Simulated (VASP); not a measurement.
# BN (P1) in VASP: notebook

BN is run at these levels: PBE+D3(BJ); tasks: single point.

Everything below comes from runs of VASP 6.6.1. Logs are shortened: lines on timing, memory, paths and dates and some standing lists are left out, and cuts for length are marked.

## Step 1: The cell of the first run

The typed cell holds 16 atoms: a = 4.928 Å, b = 4.928 Å, c = 6.567 Å, α = 90.00°, β = 90.00°, γ = 120.00°.

## Step 2: Single point, PBE+D3(BJ) (dynamics (npt langevin) at 200 K, volume x 1.0, from the last frame before)

INCAR reads:

```
SYSTEM = BN
  ALGO = Normal
  EDIFF = 1E-6
  ENCUT = 520
  GGA = PE
  ISIF = 2
  ISMEAR = -1
  IVDW = 12
  LASPH = .True.
  LCHARG = .False.
  LREAL = Auto
  LWAVE = .False.
  NBANDS = 46
  NELM = 100
  PREC = Accurate
  SIGMA = 0.02
```

KPOINTS reads:

```
Automatic mesh
0
Gamma
  2 2 2
  0.5 0.5 0.5
```

POSCAR reads:

```
BN
1.0
    2.4637790000     -4.2673900000      0.0000000000
   -4.9275580000      0.0000000000      0.0000000000
    0.0000000000      0.0000000000     -6.5668090000
B N
8 8
Direct
    0.4885412395      0.4619788639      0.5099980828
   -0.0098926979      0.4662056903      0.5118559105
    0.4883905619     -0.0361926922      0.5087151157
   -0.0092173436     -0.0287112800      0.5143240804
    0.1520573465      0.2022120688      0.0096017716
    0.6547083815      0.2154910731      0.0003560329
    0.1623589595      0.7209002096      0.0072886237
    0.6514986912      0.7221607121      0.0019685360
    0.4801717209      0.3804486933      0.0050937982
   -0.0073712503      0.3855834611     -0.0016473755
    0.5000883444     -0.1034404545     -0.0059957584
   -0.0113818985     -0.1229677018      0.0147249600
    0.3230187539      0.1342924472      0.4983724972
    0.8228912755      0.1307581248      0.5117681967
    0.3275065087      0.6302967227      0.5133270969
    0.8268353724      0.6338246302      0.4992170474
```

Potentials or basis: VASP PAW PBE potentials, release 64 (B, N).

Started as:

```bash
$ cat potpaw_PBE.64/B/POTCAR potpaw_PBE.64/N/POTCAR > POTCAR
$ mpirun -np 1 vasp_std > vasp.out
```

OUTCAR:

```text
SYSTEM = BN
   EDIFF = 1E-6
   ENCUT = 520
   GGA = PE
   ISIF = 2
   ISMEAR = -1
   IVDW = 12
   LASPH = .True.
   LREAL = Auto
   NELM = 100
   PREC = Accurate
 IVDW          = 12

 ion  position               nearest neighbor table
   1  0.489  0.462  0.510-  13 1.40  15 1.41  16 1.45
   2  0.990  0.466  0.512-  16 1.41  14 1.43  15 1.44
   3  0.488  0.964  0.509-  15 1.42  14 1.43  13 1.43
   4  0.991  0.971  0.514-  14 1.40  13 1.42  16 1.44
   5  0.152  0.202  0.010-  12 1.39   9 1.40  10 1.47
   6  0.655  0.215  0.000-  11 1.36  10 1.44   9 1.45
[... 8 lines left out ...]
  15  0.328  0.630  0.513-   1 1.41   3 1.42   2 1.44
  16  0.827  0.634  0.499-   2 1.41   4 1.44   1 1.45

  LATTYP: Found a hexagonal cell.
 ALAT       =     4.9275576479
 C/A-ratio  =     1.3326701521

  Lattice vectors:

 A1 = (   2.4637790000,  -4.2673900000,   0.0000000000)
 A2 = (  -4.9275580000,   0.0000000000,   0.0000000000)
 A3 = (   0.0000000000,   0.0000000000,  -6.5668090000)

Analysis of symmetry for initial positions (statically):
=====================================================================
 Subroutine PRICEL returns:
 Original cell was already a primitive cell.

 Routine SETGRP: Setting up the symmetry group for a
 hexagonal supercell.

 Subroutine GETGRP returns: Found  1 space group operations
 (whereof  1 operations were pure point group operations)
 out of a pool of 24 trial point group operations.

The static configuration has the point symmetry C_1 .

Analysis of symmetry for dynamics (positions and initial velocities):
=====================================================================
 Subroutine PRICEL returns:
 Original cell was already a primitive cell.

 Routine SETGRP: Setting up the symmetry group for a
 hexagonal supercell.

 Subroutine GETGRP returns: Found  1 space group operations
 (whereof  1 operations were pure point group operations)
 out of a pool of 24 trial point group operations.

The dynamic configuration has the point symmetry C_1 .

 Subroutine INISYM returns: Found  1 space group operations
 (whereof  1 operations are pure point group operations),
 and found     1 'primitive' translations

----------------------------------------------------------------------------------------

                                     Primitive cell

  volume of cell :     138.0856

  direct lattice vectors                    reciprocal lattice vectors
     2.463779000 -4.267390000  0.000000000     0.000000000 -0.234335273  0.000000000
    -4.927558000  0.000000000  0.000000000    -0.202940280 -0.117167636  0.000000000
     0.000000000  0.000000000 -6.566809000     0.000000000  0.000000000 -0.152280963

  length of vectors
     4.927557648  4.927558000  6.566809000     0.234335273  0.234335256  0.152280963

  position of ions in fractional coordinates (direct lattice)
     0.488541240  0.461978864  0.509998083
     0.990107302  0.466205690  0.511855911
     0.488390562  0.963807308  0.508715116
     0.990782656  0.971288720  0.514324080
     0.152057347  0.202212069  0.009601772
     0.654708382  0.215491073  0.000356033
[... 8 lines left out ...]
     0.327506509  0.630296723  0.513327097
     0.826835372  0.633824630  0.499217047

  ion indices of the primitive-cell ions
   primitive index   ion index
                 1           1
                 2           2
                 3           3
                 4           4
                 5           5
                 6           6
[... 8 lines left out ...]
                15          15
                16          16

----------------------------------------------------------------------------------------

 KPOINTS: Automatic mesh

Automatic generation of k-mesh.
 Grid dimensions read from file:
 generate k-points for:    2    2    2

 Generating k-lattice:

  Cartesian coordinates                     Fractional coordinates (reciprocal lattice)
     0.000000000 -0.117167636  0.000000000     0.500000000  0.000000000  0.000000000
    -0.101470140 -0.058583818  0.000000000    -0.000000000  0.500000000  0.000000000
     0.000000000  0.000000000 -0.076140482     0.000000000  0.000000000  0.500000000

  Length of vectors
     0.117167636  0.117167628  0.076140482

  Shift w.r.t. Gamma in fractional coordinates (k-lattice)
     0.500000000  0.500000000  0.500000000

 Subroutine IBZKPT returns following result:
 ===========================================

 Found     12 irreducible k-points:

 Following reciprocal coordinates:
            Coordinates               Weight
  0.250000  0.250000  0.250000      2.000000
 -0.250000  0.500000  0.250000      2.000000
  0.500000  0.250000  0.250000      2.000000
 -0.250000 -0.250000  0.250000      2.000000
  0.250000  0.500000  0.250000      2.000000
  0.500000 -0.250000  0.250000      2.000000
 -0.250000  0.250000  0.250000      2.000000
 -0.250000  0.000000  0.250000      2.000000
  0.000000 -0.250000  0.250000      2.000000
  0.250000 -0.250000  0.250000      2.000000
  0.250000  0.000000  0.250000      2.000000
 -0.000000  0.250000  0.250000      2.000000
   k-points           NKPTS =     12   k-points in BZ     NKDIM =     12   number of bands    NBANDS=     46
   number of dos      NEDOS =    301   number of ions     NIONS =     16
   total plane-waves  NPLWV =  80000
   dimension x,y,z NGX =    40 NGY =   40 NGZ =   50
   dimension x,y,z NGXF=    80 NGYF=   80 NGZF=  100
   ions per type =               8   8
   NGX,Y,Z   is equivalent  to a cutoff of  13.50, 13.50, 12.66 a.u.
   NGXF,Y,Z  is equivalent  to a cutoff of  26.99, 26.99, 25.32 a.u.
 SYSTEM =  BN
   PREC   = accura    normal or accurate (medium, high low for compatibility)
   ISTART =      0    job   : 0-new  1-cont  2-samecut
   ICHARG =      2    charge: 1-file 2-atom 10-const
   ISPIN  =      1    spin polarized calculation?
   LNONCOLLINEAR =      F non collinear calculations
   LSORBIT =      F    spin-orbit coupling
   LASPH  =      T    aspherical Exc in radial PAW
   ENCUT  =  520.0 eV  38.22 Ry    6.18 a.u.   9.16  9.16 12.21*2*pi/ulx,y,z
   NELM   =    100;   NELMIN=  2; NELMDL= -5     # of ELM steps
   EDIFF  = 0.1E-05   stopping-criterion for ELM
   LREAL  =      T    real-space projection
   EDIFFG = 0.1E-04   stopping-criterion for IOM
   NSW    =      0    number of steps for IOM
   IBRION =     -1    ionic relax: 0-MD 1-quasi-New 2-CG
   NFREE  =      0    steps in history (QN), initial steepest desc. (CG)
   ISIF   =      2    stress and relaxation
   ISYM   =      2    0-nonsym 1-usesym 2-fastsym
   POTIM  = 0.5000    time-step for ionic-motion
   TEBEG  =    0.0;   TEEND  =   0.0 temperature during run
   PSTRESS=    0.0 pullay stress
   NELECT =      64.0000    total number of electrons
   NUPDOWN=      -1.0000    fix difference up-down
   EMIN   =  10.00;   EMAX   =-10.00  energy-range for DOS
   EFERMI =   0.00;   METHOD = LEGACY
   ISMEAR =    -1;   SIGMA  =   0.02  broadening in eV -4-tet -1-fermi 0-gaus
   EFERMI_NEDOS =   21; number of points for ismear=-14 and -15
   IALGO  =     38    algorithm
   IMIX   =      4    mixing-type and parameters
     AMIX     =   0.40;   BMIX     =  1.00
     AMIX_MAG =   1.60;   BMIX_MAG =  1.00
  volume/ion in A,a.u.               =       8.63        58.24
  Fermi-wavevector in a.u.,A,eV,Ry     =   1.266928  2.394147 21.838807  1.605107
  Thomas-Fermi vector in A             =   2.400103
   LORBIT       =      0    0 simple, 1 ext, 2 COOP (PROOUT), +10 PAW based schemes
   GGA     = PE    functional components
   LHFCALC =     F    Hartree Fock is set to
   AEXX    =    0.0000 exact exchange contribution
   IVDW    =    12    specifies the selected vdW correction
   LEPSILON=     F    determine dielectric tensor
   LRPA    =     F    only Hartree local field effects (RPA)
 non-spin polarized calculation
  energy-cutoff  :      520.00
  volume of cell :      138.09
 maximum number of plane-waves:      3725
 NGX is ok and might be reduce to    40
   NGX = 19   NGY = 19   NGZ = 25

 number of electron      64.0000001 magnetization

 Free energy of the ion-electron system (eV)
  ---------------------------------------------------
  ext. energy  EPLUGINS =         0.00000000
  ---------------------------------------------------
  free energy    TOTEN  =      -139.79642047 eV

  energy without entropy =     -139.79642047  energy(sigma->0) =     -139.79642047

 E-fermi :   3.1405     XC(G=0): -10.2563

 val. band max:        2.6504945146   @ k =   0.2500   0.2500   0.2500
 cond. band min:       7.0308263844   @ k =  -0.2500  -0.2500   0.2500
 fundamental gap:      4.3803318698
 Fermi energy:         3.1404974905

 k-point     1 :       0.2500    0.2500    0.2500
  band No.  band energies     occupation
      1     -14.6298      2.00000
      2     -14.3761      2.00000
      3     -13.4863      2.00000
      4     -13.4188      2.00000
      5     -13.2961      2.00000
      6     -13.2199      2.00000
[... 36 lines left out ...]
     43      13.4000      0.00000
     44      14.3822      0.00000

 k-point     2 :      -0.2500    0.5000    0.2500
  band No.  band energies     occupation
      1     -14.6292      2.00000
      2     -14.3824      2.00000
      3     -13.5279      2.00000
      4     -13.3821      2.00000
      5     -13.3049      2.00000
      6     -13.2067      2.00000
[... 36 lines left out ...]
     43      13.4503      0.00000
     44      14.3627      0.00000

 k-point     3 :       0.5000    0.2500    0.2500
  band No.  band energies     occupation
      1     -14.5972      2.00000
      2     -14.3671      2.00000
      3     -13.7128      2.00000
      4     -13.3983      2.00000
      5     -13.2495      2.00000
      6     -13.0840      2.00000
[... 412 lines left out ...]
     43      13.4127      0.00000
     44      13.6224      0.00000

 k-point    12 :      -0.0000    0.2500    0.2500
  band No.  band energies     occupation
      1     -15.2085      2.00000
      2     -14.9604      2.00000
      3     -12.9909      2.00000
      4     -12.8357      2.00000
      5     -12.5296      2.00000
      6     -12.2485      2.00000
[... 36 lines left out ...]
     43      13.4490      0.00000
     44      13.6258      0.00000
 [bands above 44 left out]

------------------------ aborting loop because EDIFF is reached ----------------------------------------

 Edisp (eV)   -2.36527

 E8    (eV) :    -0.6940

  FORCE on cell =-STRESS in cart. coord.  units (eV):
  Direction    XX          YY          ZZ          XY          YZ          ZX
  --------------------------------------------------------------------------------------
  -------------------------------------------------------------------------------------
  Total      18.97868    16.26003    -0.00283     0.76232     0.07244     0.27558
  in kB     220.20544   188.66160    -0.03282     8.84500     0.84052     3.19753
  external pressure =      136.28 kB  Pullay stress =        0.00 kB

 VOLUME and BASIS-vectors are now :
 -----------------------------------------------------------------------------
  energy-cutoff  :      520.00
  volume of cell :      138.09
      direct lattice vectors                 reciprocal lattice vectors
     2.463779000 -4.267390000  0.000000000     0.000000000 -0.234335273  0.000000000
    -4.927558000  0.000000000  0.000000000    -0.202940280 -0.117167636  0.000000000
     0.000000000  0.000000000 -6.566809000     0.000000000  0.000000000 -0.152280963

 POSITION                                       TOTAL-FORCE (eV/Angst)
 -----------------------------------------------------------------------------------
     -1.07277     -2.08480     -3.34906        -0.369477     -1.380295      0.499350
      0.14215     -4.22517     -3.36126         0.242128     -0.428156      0.323023
     -3.54593     -2.08415     -3.34064        -0.047327     -0.158410      0.104801
     -2.34501     -4.22806     -3.37747         1.467128      0.071589      0.943245
     -0.62178     -0.64889     -0.06305        -2.767118      0.091810      0.378970
      0.55121     -2.79390     -0.00234        -2.806370     -1.687626     -0.084855
[... 8 lines left out ...]
     -2.29892     -1.39760     -3.37092        -0.856305      1.028066     -0.074945
     -1.08607     -3.52843     -3.27826        -0.381070      0.502663     -0.814598
 -----------------------------------------------------------------------------------
    total drift:                               -0.002844     -0.000053      0.000866

  FREE ENERGIE OF THE ION-ELECTRON SYSTEM (eV)
  ---------------------------------------------------
  free  energy   TOTEN  =      -142.1616899000 eV

  energy  without entropy=     -142.1616899000  energy(sigma->0) =     -142.16168990
```

Wall time 2.4 min (1 thread of Intel Xeon 6975P-C, shared host); peak memory 0.29 GiB.

What came out:

```
Free energy                : -142.1617 eV
Pressure                   : 13.6 GPa
Largest force              : 3.276 eV/Å
Band gap on the k mesh     : 4.38 eV
Dispersion energy per atom : -0.148 eV
```

Forces in eV/Å, atoms in the order of the input:
```
B   -0.369 -1.380  0.499
B    0.242 -0.428  0.323
B   -0.047 -0.158  0.105
B    1.467  0.072  0.943
B   -2.767  0.092  0.379
B   -2.806 -1.688 -0.085
B    1.029  0.323  0.416
B    2.340 -0.598 -0.288
N   -0.051 -1.799  0.054
N    0.614  0.113 -0.426
N    1.540  2.497 -0.317
N   -0.041  0.992  0.201
N    1.067  0.072 -0.678
N   -0.982  0.360 -0.237
N   -0.856  1.028 -0.075
N   -0.381  0.503 -0.815
```

Stress tensor (GPa, compression positive):
```
22.02  0.88  0.32
 0.88 18.87  0.08
 0.32  0.08  0.00
```

Caveat: the k points lie up to 0.74 Å⁻¹ apart; forces of over 1 eV/Å act on the atoms, so gaps and moduli don't describe the material at rest. A k mesh can miss the band edges.

## Step 3: Single point, PBE+D3(BJ) (dynamics (npt langevin) at 200 K, volume x 1.0, from the last frame before)

INCAR reads:

```
SYSTEM = BN
PREC = Accurate
ENCUT = 520
EDIFF = 1E-7
ISMEAR = -1
SIGMA = 0.02
LREAL = Auto
LASPH = .TRUE.
NELM = 80
ALGO = Normal
ISIF = 2
LWAVE = .FALSE.
LCHARG = .TRUE.
GGA = PE
IVDW = 12
LELF = .TRUE.
LVHAR = .TRUE.
NBANDS = 46
```

KPOINTS is that of step 2.

POSCAR reads:

```
BN
1.0
    2.4856030000     -4.3051910000      0.0000000000
   -4.9712060000      0.0000000000      0.0000000000
    0.0000000000      0.0000000000     -6.6249780000
B N
8 8
Direct
    0.4466491731      0.4618182237      0.5218527518
   -0.0387550750      0.4702720566      0.5154068436
    0.4681834093     -0.0285952570      0.5165804324
   -0.0365825814     -0.0398681475      0.5126903063
    0.2101207589      0.3112081432     -0.0024350270
    0.6947350303      0.2945205802      0.0079570076
    0.1981754120      0.8014764221      0.0074019868
    0.7076301609      0.8091723921      0.0044702035
    0.5367780431      0.4711643642      0.0011326830
    0.0344154301      0.4664407583      0.0115328685
    0.5329566098     -0.0347129955      0.0003977372
    0.0358606622     -0.0278197344      0.0031361614
    0.2898702984      0.1286356839      0.5246175912
    0.7968900799      0.1351354929      0.5117561145
    0.2891056401      0.6366080678      0.5005018885
    0.7897540434      0.6304955014      0.5207267103
```

Potentials or basis: VASP PAW PBE potentials, release 64 (B, N).

Started as:

```bash
$ cat potpaw_PBE.64/B/POTCAR potpaw_PBE.64/N/POTCAR > POTCAR
$ mpirun -np 1 vasp_std > vasp.out
```

Wall time 3.1 min (1 thread of Intel Xeon 6975P-C, shared host); peak memory 0.28 GiB.

It converged, with:

| Quantity | Value |
| --- | --- |
| Free energy | -142.5306 eV |
| Pressure | 6.1 GPa |
| Largest force | 1.825 eV/Å |
| Band gap on the k mesh | 4.38 eV |
| Dispersion energy per atom | -0.144 eV |

Forces on the atoms (eV/Å):
```
B    0.052 -1.481  0.651
B    0.351  0.868  0.306
B   -0.013  0.926  0.305
B   -1.239  1.274 -0.414
B    0.631  1.351 -0.727
B   -0.719 -1.243  0.304
B    0.416 -0.023  0.203
B    0.831  0.767  0.167
N   -0.009 -0.834 -0.113
N   -0.640  0.544  0.305
N   -0.345  0.397 -0.296
N   -0.167 -0.808 -0.039
N   -0.239 -1.084  0.187
N    0.523 -0.557 -0.130
N    0.542 -1.060 -0.796
N    0.024  0.963  0.087
```

Stress tensor (GPa, compression positive):
```
 8.00  0.18  0.14
 0.18 10.56 -0.09
 0.14 -0.09 -0.17
```

Levels at points of the mesh, in eV from the valence-band top:
```csv
k point,band 29,band 30,band 31,band 32,band 33,band 34,band 35,band 36
"(0.25, 0.25, 0.25)",-2.10,-2.07,-0.53,0.00,4.38,5.17,6.89,7.23
```

Caveat: the k points lie up to 0.73 Å⁻¹ apart; forces of over 1 eV/Å act on the atoms, so gaps and moduli don't describe the material at rest. A k mesh can miss the band edges.
